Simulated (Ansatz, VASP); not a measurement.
**Two plane-wave programs on Be2ZnSe3**

Contents of INCAR:

```
PREC = Accurate
ENCUT = 520
EDIFF = 1E-7
ISMEAR = 0
SIGMA = 0.1
LREAL = False
LASPH = True
NELM = 100
ALGO = Normal
ISIF = 2
LWAVE = False
LCHARG = True
GGA = PE
LELF = True
LVHAR = True
NBANDS = 26
```

The input KPOINTS:

```
regular mesh
0
Gamma
  6 6 4
```

File POSCAR:

```
Be2ZnSe3
1.0
    5.6538260100      0.0000000000      0.0000000000
   -2.8269130100      4.8963569600      0.0000000000
    0.0000000000      0.0000000000      4.1758119200
Be Zn Se
2 1 3
Direct
    0.6666666700      0.3333333300      0.4961477200
    0.3333333300      0.6666666700      0.4961477200
    0.0000000000      0.0000000000      0.1926302600
    0.0000000000      0.5000000000      0.9950230700
    0.5000000000      0.0000000000      0.9950230700
    0.5000000000      0.5000000000      0.9950230700
```

Input for Ansatz:

```yaml
crystal:
  lattice:
    - [5.65382601, 0.0, 0.0]
    - [-2.82691301, 4.89635696, 0.0]
    - [0.0, 0.0, 4.17581192]
  atoms:
    - { symbol: Be, position: [0.66666667, 0.33333333, 0.49614772] }
    - { symbol: Be, position: [0.33333333, 0.66666667, 0.49614772] }
    - { symbol: Zn, position: [0.0, 0.0, 0.19263026] }
    - { symbol: Se, position: [0.0, 0.5, 0.99502307] }
    - { symbol: Se, position: [0.5, 0.0, 0.99502307] }
    - { symbol: Se, position: [0.5, 0.5, 0.99502307] }
basis:
  ecutwfc: 420
kpoints:
  mp_grid: { grid: [6, 6, 4] }
hamiltonian:
  xc: pbe
scf:
  occupations: { method: gaussian, width: 0.1 }
  lower_state_search: "off"
output:
  forces: true
  stress: true
  eigenvalues: true
```

Change from the starting cell: species swapped into the NaSn2Pd3 type (P6mm, No. 183).

Alike in both runs: task single point; functional PBE; k mesh 6 × 6 × 4; occupations gaussian, width 0.1 eV; no spin polarisation.

```csv
,VASP,Ansatz
version,VASP 6.6.1,Ansatz 0.2.0
potentials or method,"VASP PAW PBE potentials, release 64 (Be, Zn, Se), cutoff 520 eV","scalar-relativistic, plane waves, PAW"
valence electrons in the cell,34,64
```

Ansatz gave:

```
gap on the k mesh at the Fermi level (eV)                     : none
pressure (GPa)                                                : 0.6
traceless stress, the component that is largest in VASP (GPa) : -10.74
rms of the force components (eV/Å)                            : 0.174
```

Q: Estimate VASP's values.

A: gap on the k mesh at the Fermi level (eV): none; pressure (GPa): 0.7; traceless stress, the component that is largest in VASP (GPa): -10.74; rms of the force components (eV/Å): 0.175.

Atom by atom the forces differ by 0.001 eV/Å (rms over components). A gap of «none» marks a metal or a gap that the smearing closes. With one functional, cell and mesh, what is left measures potentials, basis and numerics. VASP's potentials hold 34 valence electrons a cell and Ansatz's 64, so a difference there can come from the potentials and not from the codes.

The k mesh is coarse, so the values compare programs but aren't converged.
